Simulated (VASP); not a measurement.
A run of VASP 6.6.1 is set up as follows.

The input INCAR:

```
SYSTEM = Ta
PREC = Accurate
ENCUT = 600
EDIFF = 1E-6
ISMEAR = -1
SIGMA = 0.15
LREAL = .FALSE.
LASPH = .TRUE.
NELM = 60
ALGO = Normal
ISIF = 3
LWAVE = .FALSE.
LCHARG = .FALSE.
GGA = CA
IBRION = 2
NSW = 80
EDIFFG = -0.001
```

KPOINTS

```
regular mesh
0
G
  16 16 16
  0 0 0
```

Contents of POSCAR:

```
Ta
1.0
   -1.6263540842      1.6263540842      1.6263540842
    1.6263540842     -1.6263540842      1.6263540842
    1.6263540842      1.6263540842     -1.6263540842
Ta
1
Direct
    0.0000000000      0.0000000000      0.0000000000
```

Potentials or basis: VASP PAW LDA potentials, release 64 (Ta_pv).

Launch:

```bash
$ cat potpaw_LDA.64/Ta_pv/POTCAR > POTCAR
$ mpirun -np 1 vasp_std > vasp.out
```

(1) Estimate the relaxed cell.

(2) What does it give for the space group after relaxing (to 0.05 Å)?

Results:

(1) a = 2.823 Å, b = 2.823 Å, c = 2.823 Å, α = 109.47°, β = 109.47°, γ = 109.47°.

(2) Im-3m (No. 229).
